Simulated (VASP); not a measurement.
Here is a VASP 6.6.1 calculation.

The input INCAR:

```
  PREC = Accurate
  ENCUT = 520
  EDIFF = 1E-6
  ISMEAR = 0
  SIGMA = 0.15
  LREAL = False
  LASPH = True
  NELM = 80
  ALGO = Fast
  ISIF = 2
  LWAVE = False
  LCHARG = False
  GGA = PE
  NBANDS = 10
```

KPOINTS

```
Automatic mesh
0
Gamma
  10 10 10
```

File POSCAR:

```
Re
1.0
    0.0000000000      1.9818614125      1.7880353663
    1.9818614125      0.0000000000      1.7880353663
    1.9818614125      1.9818614125      0.0000000000
Re
1
Direct
    0.0000000000      0.0000000000      0.0000000000
```

Potentials or basis: VASP PAW PBE potentials, release 64 (Re).

The run is started by

```sh
$ cat potpaw_PBE.64/Re/POTCAR > POTCAR
$ mpirun -np 1 vasp_std > vasp.out
```

Estimate the pressure.

28.4 GPa.

Stress tensor (GPa, compression positive):
```
20.26  0.00  0.00
 0.00 20.26  0.00
 0.00  0.00 44.81
```
